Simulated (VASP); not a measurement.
# Fe (Pm-3m) in VASP: a series of runs

The runs below take Fe through single point, with PBE.

All numbers are computed with VASP 6.6.1; they aren't measurements. Logs are shortened: lines on timing, memory, paths and dates and some standing lists are left out, and cuts for length are marked.

### Step 1. The cell of the first run

Symmetry: Pm-3m, No. 221, cubic system. The conventional cell has a = 2.274 Å, b = 2.274 Å, c = 2.274 Å, α = 90.00°, β = 90.00°, γ = 90.00°. Within 3.0 Å of Fe (site symmetry m-3m) lie 6 Fe at 2.27 Å.

This isn't the form of Fe at room conditions, which is bcc.

### Step 2. Single point, PBE, collinear spin, antiferromagnetic start (11.75 Å³/atom)

The input, INCAR:

```
PREC = Accurate
ENCUT = 600
EDIFF = 1E-6
ISMEAR = -1
SIGMA = 0.05
LREAL = False
LASPH = True
NELM = 200
ALGO = Normal
ISIF = 2
LWAVE = False
LCHARG = True
ISPIN = 2
MAGMOM = 2.14 -2.14
LORBIT = 11
LMAXMIX = 4
GGA = PE
LELF = True
LVHAR = True
NBANDS = 19
GGA_COMPAT = False
```

The input, KPOINTS:

```
regular mesh
0
Gamma
  13 13 13
```

The input, POSCAR:

```
Fe
1.0
    0.0000000000      2.2736676896      2.2736676896
    2.2736676896      0.0000000000      2.2736676896
    2.2736676896      2.2736676896      0.0000000000
Fe
2
Direct
    0.0000000000      0.0000000000      0.0000000000
    0.5000000000      0.5000000000      0.5000000000
```

Potentials or basis: VASP PAW PBE potentials, release 64 (Fe).

On the command line:

```bash
$ cat potpaw_PBE.64/Fe/POTCAR > POTCAR
$ mpirun -np 1 vasp_std > vasp.out
```

OUTCAR:

```text
PREC = Accurate
   ENCUT = 600
   EDIFF = 1E-6
   ISMEAR = -1
   LREAL = False
   LASPH = True
   NELM = 200
   ISIF = 2
   ISPIN = 2
   LORBIT = 11
   GGA = PE

 ion  position               nearest neighbor table
   1  0.000  0.000  0.000-   2 2.27   2 2.27   2 2.27   2 2.27   2 2.27   2 2.27
   2  0.500  0.500  0.500-   1 2.27   1 2.27   1 2.27   1 2.27   1 2.27   1 2.27

  LATTYP: Found a face centered cubic cell.
 ALAT       =     4.5473353792

  Lattice vectors:

 A1 = (   0.0000000000,   2.2736676896,   2.2736676896)
 A2 = (   2.2736676896,   0.0000000000,   2.2736676896)
 A3 = (   2.2736676896,   2.2736676896,   0.0000000000)

Analysis of symmetry for initial positions (statically):
=====================================================================
 Subroutine PRICEL returns following result:

  LATTYP: Found a simple cubic cell.
 ALAT       =     2.2736676896

  Lattice vectors:

 A1 = (  -2.2736676896,   0.0000000000,   0.0000000000)
 A2 = (   0.0000000000,   0.0000000000,   2.2736676896)
 A3 = (   0.0000000000,   2.2736676896,   0.0000000000)

   2 primitive cells build up your supercell.

 Routine SETGRP: Setting up the symmetry group for a
 face centered cubic supercell.

 Subroutine GETGRP returns: Found 48 space group operations
 (whereof 48 operations were pure point group operations)
 out of a pool of 48 trial point group operations.

The static configuration has the point symmetry O_h .

Analysis of symmetry for dynamics (positions and initial velocities):
=====================================================================
 Subroutine PRICEL returns following result:

  LATTYP: Found a simple cubic cell.
 ALAT       =     2.2736676896

  Lattice vectors:

 A1 = (  -2.2736676896,   0.0000000000,   0.0000000000)
 A2 = (   0.0000000000,   0.0000000000,   2.2736676896)
 A3 = (   0.0000000000,   2.2736676896,   0.0000000000)

   2 primitive cells build up your supercell.

 Routine SETGRP: Setting up the symmetry group for a
 face centered cubic supercell.

 Subroutine GETGRP returns: Found 48 space group operations
 (whereof 48 operations were pure point group operations)
 out of a pool of 48 trial point group operations.

The dynamic configuration has the point symmetry O_h .

Analysis of structural, dynamic, and magnetic symmetry:
=====================================================================
 Subroutine PRICEL returns following result:

  LATTYP: Found a simple cubic cell.
 ALAT       =     2.2736676896

  Lattice vectors:

 A1 = (  -2.2736676896,   0.0000000000,   0.0000000000)
 A2 = (   0.0000000000,   0.0000000000,   2.2736676896)
 A3 = (   0.0000000000,   2.2736676896,   0.0000000000)

   2 primitive cells build up your supercell.

 Routine SETGRP: Setting up the symmetry group for a
 face centered cubic supercell.

 Subroutine GETGRP returns: Found 48 space group operations
 (whereof 48 operations were pure point group operations)
 out of a pool of 48 trial point group operations.

The overall configuration has the point symmetry O_h .

 Subroutine INISYM returns: Found 48 space group operations
 (whereof 48 operations are pure point group operations),
 and found     2 'primitive' translations

----------------------------------------------------------------------------------------

                                     Primitive cell

  volume of cell :      11.7539

  direct lattice vectors                    reciprocal lattice vectors
    -2.273667690  0.000000000  0.000000000    -0.439818011  0.000000000  0.000000000
     0.000000000  0.000000000  2.273667690     0.000000000  0.000000000  0.439818011
     0.000000000  2.273667690  0.000000000     0.000000000  0.439818011  0.000000000

  length of vectors
     2.273667690  2.273667690  2.273667690     0.439818011  0.439818011  0.439818011

  position of ions in fractional coordinates (direct lattice)
     0.000000000  0.000000000  0.000000000

  ion indices of the primitive-cell ions
   primitive index   ion index
                 1           1

----------------------------------------------------------------------------------------

 KPOINTS: regular mesh

Automatic generation of k-mesh.
 Grid dimensions read from file:
 generate k-points for:   13   13   13

 Generating k-lattice:

  Cartesian coordinates                     Fractional coordinates (reciprocal lattice)
    -0.016916077  0.016916077  0.016916077     0.076923077  0.000000000  0.000000000
     0.016916077 -0.016916077  0.016916077     0.000000000  0.076923077  0.000000000
     0.016916077  0.016916077 -0.016916077     0.000000000  0.000000000  0.076923077

  Length of vectors
     0.029299505  0.029299505  0.029299505

  Shift w.r.t. Gamma in fractional coordinates (k-lattice)
     0.000000000  0.000000000  0.000000000

 Subroutine IBZKPT returns following result:
 ===========================================

 Found     84 irreducible k-points:

 Following reciprocal coordinates:
            Coordinates               Weight
  0.000000  0.000000  0.000000      1.000000
  0.076923  0.000000  0.000000      8.000000
  0.153846  0.000000  0.000000      8.000000
  0.230769  0.000000  0.000000      8.000000
  0.307692  0.000000  0.000000      8.000000
  0.384615  0.000000  0.000000      8.000000
[... 16 lines left out ...]
  0.384615  0.153846  0.000000     24.000000
  0.461538  0.153846  0.000000     24.000000
 [... further k-points ...]
   k-points           NKPTS =     84   k-points in BZ     NKDIM =     84   number of bands    NBANDS=     19
   number of dos      NEDOS =    301   number of ions     NIONS =      2
   total plane-waves  NPLWV =  21952
   dimension x,y,z NGX =    28 NGY =   28 NGZ =   28
   dimension x,y,z NGXF=    56 NGYF=   56 NGZF=   56
   ions per type =               2
   NGX,Y,Z   is equivalent  to a cutoff of  14.48, 14.48, 14.48 a.u.
   NGXF,Y,Z  is equivalent  to a cutoff of  28.95, 28.95, 28.95 a.u.
 SYSTEM =  unknown system
   PREC   = accura    normal or accurate (medium, high low for compatibility)
   ISTART =      0    job   : 0-new  1-cont  2-samecut
   ICHARG =      2    charge: 1-file 2-atom 10-const
   ISPIN  =      2    spin polarized calculation?
   LNONCOLLINEAR =      F non collinear calculations
   LSORBIT =      F    spin-orbit coupling
   LASPH  =      T    aspherical Exc in radial PAW
   ENCUT  =  600.0 eV  44.10 Ry    6.64 a.u.   6.42  6.42  6.42*2*pi/ulx,y,z
   NELM   =    200;   NELMIN=  2; NELMDL= -5     # of ELM steps
   EDIFF  = 0.1E-05   stopping-criterion for ELM
   LREAL  =      F    real-space projection
   EDIFFG = 0.1E-04   stopping-criterion for IOM
   NSW    =      0    number of steps for IOM
   IBRION =     -1    ionic relax: 0-MD 1-quasi-New 2-CG
   NFREE  =      0    steps in history (QN), initial steepest desc. (CG)
   ISIF   =      2    stress and relaxation
   ISYM   =      2    0-nonsym 1-usesym 2-fastsym
   POTIM  = 0.5000    time-step for ionic-motion
   TEBEG  =    0.0;   TEEND  =   0.0 temperature during run
   PSTRESS=    0.0 pullay stress
   NELECT =      16.0000    total number of electrons
   NUPDOWN=      -1.0000    fix difference up-down
   EMIN   =  10.00;   EMAX   =-10.00  energy-range for DOS
   EFERMI =   0.00;   METHOD = LEGACY
   ISMEAR =    -1;   SIGMA  =   0.05  broadening in eV -4-tet -1-fermi 0-gaus
   EFERMI_NEDOS =   21; number of points for ismear=-14 and -15
   IALGO  =     38    algorithm
   IMIX   =      4    mixing-type and parameters
     AMIX     =   0.40;   BMIX     =  1.00
     AMIX_MAG =   1.60;   BMIX_MAG =  1.00
  volume/ion in A,a.u.               =      11.75        79.32
  Fermi-wavevector in a.u.,A,eV,Ry     =   1.440051  2.721302 28.215034  2.073747
  Thomas-Fermi vector in A             =   2.558838
   LORBIT       =     11    0 simple, 1 ext, 2 COOP (PROOUT), +10 PAW based schemes
   GGA     = PE    functional components
   LHFCALC =     F    Hartree Fock is set to
   AEXX    =    0.0000 exact exchange contribution
   IVDW    =     0    specifies the selected vdW correction
   LEPSILON=     F    determine dielectric tensor
   LRPA    =     F    only Hartree local field effects (RPA)
 spin polarized calculation
  energy-cutoff  :      600.00
  volume of cell :       23.51
 maximum number of plane-waves:       801
 NGX is ok and might be reduce to    28
   NGX = 13   NGY = 13   NGZ = 13

 number of electron      15.9999998 magnetization       0.0000000

 number of electron      15.9999998 magnetization      -0.0000000

 Free energy of the ion-electron system (eV)
  ---------------------------------------------------
  ext. energy  EPLUGINS =         0.00000000
  ---------------------------------------------------
  free energy    TOTEN  =       -14.32176663 eV

  energy without entropy =      -14.28653332  energy(sigma->0) =      -14.30414997

 E-fermi :   5.7170     XC(G=0): -12.8550

 val. band max:        5.7160512636   @ k =   0.4615   0.3077   0.0769
 cond. band min:       5.7172746434   @ k =   0.3077   0.2308   0.0000
 fundamental gap:      0.0012233798
 Fermi energy:         5.7170146362

 spin component 1

 k-point     1 :       0.0000    0.0000    0.0000
  band No.  band energies     occupation
      1      -2.5252      1.00000
      2       1.9660      1.00000
      3       1.9660      1.00000
      4       2.2921      1.00000
      5       2.2921      1.00000
      6       2.2921      1.00000
[... 11 lines left out ...]
     18      23.9987      0.00000
     19      26.3236      0.00000

 k-point     2 :       0.0769    0.0000    0.0000
  band No.  band energies     occupation
      1      -2.3820      1.00000
      2       2.0218      1.00000
      3       2.0218      1.00000
      4       2.2781      1.00000
      5       2.3609      1.00000
      6       2.3609      1.00000
[... 11 lines left out ...]
     18      25.1167      0.00000
     19      25.6829      0.00000

 k-point     3 :       0.1538    0.0000    0.0000
  band No.  band energies     occupation
      1      -1.9600      1.00000
      2       2.1882      1.00000
      3       2.1882      1.00000
      4       2.2439      1.00000
      5       2.5624      1.00000
      6       2.5624      1.00000
[... 434 lines left out ...]
      1       0.2584      1.00000
      2       1.8341      1.00000
      3       2.7337      1.00000
      4       3.3667      1.00000
      5       3.6693      1.00000
      6       3.9332      1.00000
[... 11 lines left out ...]
     18      25.7512      0.00000
     19      26.6207      0.00000

 k-point    24 :       0.4615    0.1538    0.0000
  band No.  band energies     occupation
      1       1.1309      1.00000
      2       1.8616      1.00000
      3       3.1280      1.00000
      4       3.6648      1.00000
      5       3.7152      1.00000
      6       4.3654      1.00000
[... 11 lines left out ...]
     18      25.2071      0.00000
     19      27.3941      0.00000

 [... further k-points ...]

 spin component 2

 k-point     1 :       0.0000    0.0000    0.0000
  band No.  band energies     occupation
      1      -2.5252      1.00000
      2       1.9660      1.00000
      3       1.9660      1.00000
      4       2.2921      1.00000
      5       2.2921      1.00000
      6       2.2921      1.00000
[... 11 lines left out ...]
     18      23.9987      0.00000
     19      26.3236      0.00000

 k-point     2 :       0.0769    0.0000    0.0000
  band No.  band energies     occupation
      1      -2.3820      1.00000
      2       2.0218      1.00000
      3       2.0218      1.00000
      4       2.2781      1.00000
      5       2.3609      1.00000
      6       2.3609      1.00000
[... 11 lines left out ...]
     18      25.1167      0.00000
     19      25.6829      0.00000

 k-point     3 :       0.1538    0.0000    0.0000
  band No.  band energies     occupation
      1      -1.9600      1.00000
      2       2.1882      1.00000
      3       2.1882      1.00000
      4       2.2439      1.00000
      5       2.5624      1.00000
      6       2.5624      1.00000
[... 434 lines left out ...]
      1       0.2584      1.00000
      2       1.8341      1.00000
      3       2.7337      1.00000
      4       3.3667      1.00000
      5       3.6693      1.00000
      6       3.9332      1.00000
[... 11 lines left out ...]
     18      25.7512      0.00000
     19      26.6207      0.00000

 k-point    24 :       0.4615    0.1538    0.0000
  band No.  band energies     occupation
      1       1.1309      1.00000
      2       1.8616      1.00000
      3       3.1280      1.00000
      4       3.6648      1.00000
      5       3.7152      1.00000
      6       4.3654      1.00000
[... 11 lines left out ...]
     18      25.2071      0.00000
     19      27.3941      0.00000

 [... further k-points ...]

------------------------ aborting loop because EDIFF is reached ----------------------------------------

  FORCE on cell =-STRESS in cart. coord.  units (eV):
  Direction    XX          YY          ZZ          XY          YZ          ZX
  --------------------------------------------------------------------------------------
  -------------------------------------------------------------------------------------
  Total       -0.4080288     -0.4080288     -0.4080288      0.0000000      0.0000000     -0.0000000
  in kB      -27.8093256    -27.8093256    -27.8093256      0.0000000      0.0000000     -0.0000000
  external PRESSURE =     -27.8093256 kB  Pullay stress =       0.0000000 kB

 VOLUME and BASIS-vectors are now :
 -----------------------------------------------------------------------------
  energy-cutoff  :      600.00
  volume of cell :       23.51
      direct lattice vectors                 reciprocal lattice vectors
     0.000000000  2.273667690  2.273667690    -0.219909005  0.219909005  0.219909005
     2.273667690  0.000000000  2.273667690     0.219909005 -0.219909005  0.219909005
     2.273667690  2.273667690  0.000000000     0.219909005  0.219909005 -0.219909005

 POSITION                                       TOTAL-FORCE (eV/Angst)
 -----------------------------------------------------------------------------------
      0.00000      0.00000      0.00000        -0.000000      0.000000      0.000000
      2.27367      2.27367      2.27367         0.000000     -0.000000     -0.000000
 -----------------------------------------------------------------------------------
    total drift:                                0.000000      0.000000      0.000000

  FREE ENERGIE OF THE ION-ELECTRON SYSTEM (eV)
  ---------------------------------------------------
  free  energy   TOTEN  =       -14.3217666257 eV

  energy  without entropy=      -14.2865333213  energy(sigma->0) =      -14.30414997

 total charge

# of ion       s       p       d       tot
------------------------------------------
    1        0.520   0.467   6.418   7.405
    2        0.520   0.467   6.418   7.405
--------------------------------------------------
tot          1.039   0.934  12.836  14.809

 magnetization (x)

# of ion       s       p       d       tot
------------------------------------------
    1       -0.000  -0.000  -0.002  -0.002
    2        0.000   0.000   0.002   0.002
--------------------------------------------------
tot          0.000   0.000   0.000   0.000
```

It took 3.3 min on 1 thread of Intel Xeon 6975P-C, shared host; peak memory 0.22 GiB.

What came out:

```yaml
Free_energy: -14.3218 eV
Pressure: -2.8 GPa
Band_gap_on_the_k_mesh: zero (filled and empty bands overlap)
Net_moment: 0.00 μB per cell
Valence_electrons_inside_the_program's_atomic_spheres: Fe 7.41
```

Levels at points of the mesh, in eV from the Fermi level:
Spin up:
| k point | band 5 | band 6 | band 7 | band 8 | band 9 | band 10 | band 11 | band 12 |
| --- | --- | --- | --- | --- | --- | --- | --- | --- |
| (0.00, 0.00, 0.00) | -3.42 | -3.42 | 0.95 | 0.95 | 0.95 | 2.10 | 2.10 | 12.89 |
Spin down:
```csv
k point,band 5,band 6,band 7,band 8,band 9,band 10,band 11,band 12
"(0.00, 0.00, 0.00)",-3.42,-3.42,0.95,0.95,0.95,2.10,2.10,12.89
```

Caveat: the moments typed at the start vanished in this run.

(Part 1 of 2 ends here.)
